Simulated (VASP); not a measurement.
Crystal: Te.

```xyz
2
Lattice="3.3300 0.0000 0.0000 -1.6650 2.8839 0.0000 0.0000 0.0000 5.4379" Properties=species:S:1:pos:R:3 pbc="T T T"
Te    0.0000    1.9226    1.3595
Te    1.6650    0.9613    4.0784
```

| Item | Value |
| --- | --- |
| Program | VASP 6.6.1 |
| Task | relaxation of cell and atoms |
| Functional | PBE |
| Dispersion | D3(BJ) |
| Potentials or basis | VASP PAW PBE potentials, release 64 (Te) |
| Cutoff | 600 eV |
| k mesh | 6 × 6 × 3 |
| Occupations | fermi-dirac, width 0.05 eV |
| Spin | no spin polarisation |

At the start: pressure 2.0 GPa; volume 26.11 Å³/atom.

Problem. How do energy, volume and symmetry change on relaxing?

Solution. Over 21 steps the energy falls by 136.5 meV/atom and the volume is 28.63 Å³/atom (+9.6 %); space group P6_3/mmc (No. 194, to 0.05 Å).

Step by step:
```tsv
step	energy change (eV)	largest force (eV/Å)	pressure (GPa)	volume (Å³)
1	0.0000	0.0000	1.98	52.22
2	-0.0729	0.0000	-1.22	54.66
3	-0.0809	0.0000	-2.00	55.49
4	-0.1258	0.0000	0.48	53.76
5	-0.1489	0.0000	6.94	50.66
6	-0.1584	0.0000	2.15	52.74
7	-0.1751	0.0000	4.35	51.71
8	-0.1830	0.0000	4.82	51.66
9	-0.1843	0.0000	5.31	51.59
10	-0.2012	0.0000	4.50	52.15
11	-0.2358	0.0000	2.30	53.83
12	-0.2526	0.0000	-1.06	57.29
13	-0.2530	0.0000	-0.70	56.87
14	-0.2568	0.0000	-0.66	56.98
15	-0.2678	0.0000	-0.54	57.29
16	-0.2696	0.0000	-0.15	57.87
17	-0.2726	0.0000	-0.35	57.61
18	-0.2730	0.0000	-0.06	57.30
19	-0.2730	0.0000	-0.02	57.25
20	-0.2730	0.0000	-0.01	57.25
21	-0.2730	0.0000	0.00	57.25
```

Final structure:
```yaml
crystal:
  lattice:
    - [3.81690, 0.00000, 0.00000]
    - [-1.90845, 3.30553, 0.00000]
    - [0.00000, 0.00000, 4.53764]
  atoms:
    - { symbol: Te, position: [0.33333, 0.66667, 0.25000] }
    - { symbol: Te, position: [0.66667, 0.33333, 0.75000] }
```

Caveat: the k points lie up to 0.46 Å⁻¹ apart in the final cell; pairwise dispersion overbinds metals, which lowers pressure and volume.
